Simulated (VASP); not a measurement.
Set up this calculation in VASP 6.6.1, as the native input.

| Item | Value |
| --- | --- |
| Task | single point |
| Functional | PBE |
| Potentials or basis | VASP PAW PBE potentials, release 64 (F) |
| Cutoff | 520 eV |
| k mesh | 8 × 8 × 4 |
| Occupations | gaussian, width 0.02 eV |
| Spin | no spin polarisation |
| Dipole correction | no |
| Further INCAR settings | ALGO = Normal; EDIFF = 1e-06; NBANDS = 22 |

The structure of F lies in POSCAR:

```
F
1.0
    2.7371040930     -1.6263664690      0.0001869816
    2.7458753798      1.6410744194     -0.0031151458
   -1.5337593117     -0.0112685048      7.0904118682
F
4
Direct
    0.9360478669      0.5935349484      0.1019271530
    0.4233262302      0.0245883255      0.3862601913
    0.0156923352      0.4189427966      0.9170805336
    0.6204574401      0.9517514056      0.5969000129
```

This cell differs from its parent crystal: atoms moved at random and the cell strained at random.

The input as run:

INCAR

```
SYSTEM = F
ALGO = Normal
EDIFF = 1E-6
ENCUT = 520
GGA = PE
ISIF = 2
ISMEAR = 0
LASPH = .TRUE.
LCHARG = .TRUE.
LELF = .TRUE.
LREAL = .FALSE.
LVHAR = .TRUE.
LWAVE = .FALSE.
NBANDS = 22
NELM = 100
PREC = Accurate
SIGMA = 0.02
```

KPOINTS

```
k-points
0
G
  8 8 4
  0 0 0
```

Potentials or basis: VASP PAW PBE potentials, release 64 (F).

The run is started by

```console
$ cat potpaw_PBE.64/F/POTCAR > POTCAR
$ mpirun -np 1 vasp_std > vasp.out
```

Results of the run:

```
Pressure               : -1.2 GPa
Largest force          : 2.871 eV/Å
Band gap on the k mesh : 1.53 eV
```

Caveat: the cell differs from its parent crystal (atoms moved at random and the cell strained at random); forces of over 1 eV/Å act on the atoms, so gaps and moduli don't describe the material at rest.

Wall time 64 s on 1 thread of Intel(R) Xeon(R) Platinum 8488C (Sapphire Rapids) (shared host), peak memory 0.25 GiB.
